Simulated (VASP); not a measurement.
Write the native input for VASP 6.6.1 that does the following.

```
Task                   : single point
Functional             : r2SCAN
Potentials or basis    : VASP PAW PBE potentials, release 64 (Cs_sv, H)
Cutoff                 : 520 eV
k mesh                 : 6 × 6 × 6
Occupations            : gaussian, width 0.05 eV
Spin                   : no spin polarisation
Dipole correction      : no
Further INCAR settings : ALGO = Normal; EDIFF = 1e-06; NBANDS = 12
```

Crystal: CsH.

```
Cs H
1.0
     0.00000    3.18800    3.18800
     3.18800    0.00000    3.18800
     3.18800    3.18800    0.00000
Cs H
1 1
Direct
  0.96079 0.96079 0.03921
  0.50000 0.50000 0.50000
```

This cell differs from its parent crystal: all Cs atoms moved -0.250 Å, as atom 1 along Cartesian [0 0 1].

The input as run:

POSCAR

```
CsH
1.0
    0.0000000000      3.1880000000      3.1880000000
    3.1880000000      0.0000000000      3.1880000000
    3.1880000000      3.1880000000      0.0000000000
Cs H
1 1
Direct
   -0.0392095358     -0.0392095358      0.0392095358
    0.5000000000      0.5000000000      0.5000000000
```

INCAR.step1

```
ALGO = Normal ; EDIFF = 1E-4
ENCUT = 520 ; GGA = PE
ISMEAR = 0 ; LASPH = T
LCHARG = F ; LREAL = F
LWAVE = T ; NBANDS = 12
NELM = 80 ; PREC = Accurate
SIGMA = 0.05
```

INCAR.step2

```
ALGO = Normal ; EDIFF = 1E-6
ENCUT = 520 ; ISIF = 2
ISMEAR = 0 ; ISTART = 1
LASPH = T ; LCHARG = T
LELF = T ; LMIXTAU = T
LREAL = F ; LVHAR = T
LWAVE = F ; METAGGA = R2SCAN
NBANDS = 12 ; NELM = 80
PREC = Accurate ; SIGMA = 0.05
```

KPOINTS

```
k-points
0
Gamma
  6 6 6
```

Potentials or basis: VASP PAW PBE potentials, release 64 (Cs_sv, H).

Run with:

```sh
$ cat potpaw_PBE.64/Cs_sv/POTCAR potpaw_PBE.64/H/POTCAR > POTCAR
$ cp INCAR.step1 INCAR
$ mpirun -np 1 vasp_std > vasp.out
$ cp INCAR.step2 INCAR
$ mpirun -np 1 vasp_std > vasp.out
```

It gave:

```
Pressure               : 0.2 GPa
Largest force          : 0.174 eV/Å
Band gap on the k mesh : 2.71 eV, direct
```

Caveat: the cell differs from its parent crystal (all Cs atoms moved -0.250 Å, as atom 1 along Cartesian [0 0 1]); the PAW data sets were made with another functional, which shifts forces and pressure a little; spin-orbit coupling is left out, which moves the levels of the heavy elements.

Wall time 5.1 min on 1 thread of AMD EPYC 7R13 (shared host), peak memory 0.19 GiB.
